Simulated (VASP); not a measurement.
## GaMo: single point with PBE

Crystal: GaMo.

```
Ga Mo
1.0
     2.20798    1.27478    1.80366
    -2.20798    1.27478    1.80366
     0.00000   -2.54956    1.80366
Ga Mo
1 1
Direct
  0.00000 0.00000 0.00000
  0.50000 0.50000 0.50000
```

```yaml
Program: VASP 6.6.1
Task: single point
Functional: PBE
Potentials_or_basis: VASP PAW PBE potentials, release 64 (Ga_d, Mo_sv)
Cutoff: 520 eV
k_mesh: 6 × 6 × 6
Occupations: gaussian, width 0.2 eV
Spin: no spin polarisation
Dipole_correction: no
Further_INCAR_settings: ALGO = Normal; EDIFF = 1e-06; NBANDS = 20
```

```yaml
Pressure: 0.2 GPa
```

Stress tensor (GPa, compression positive):
```
0.26 0.00 0.00
0.00 0.26 0.00
0.00 0.00 0.14
```

Levels at points of the mesh, in eV from the Fermi level:
| k point | band 11 | band 12 | band 13 | band 14 | band 15 | band 16 | band 17 | band 18 |
| --- | --- | --- | --- | --- | --- | --- | --- | --- |
| (0.00, 0.00, 0.00) | -2.76 | -2.76 | 1.29 | 1.29 | 1.29 | 4.48 | 4.48 | 4.48 |
| (0.50, 0.00, 0.00) | -5.93 | -2.27 | -1.22 | -1.21 | 1.39 | 3.10 | 8.54 | 10.99 |
| (0.50, 0.50, 0.00) | -2.22 | -1.96 | -1.95 | -0.05 | -0.05 | 2.66 | 4.86 | 6.41 |
| (0.50, 0.50, 0.50) | -4.66 | -4.66 | -1.62 | 2.77 | 2.77 | 4.99 | 4.99 | 4.99 |

It took 7.3 s on 1 thread of Intel(R) Xeon(R) 6975P-C (Granite Rapids), with other jobs on the host, peak memory 0.14 GiB.
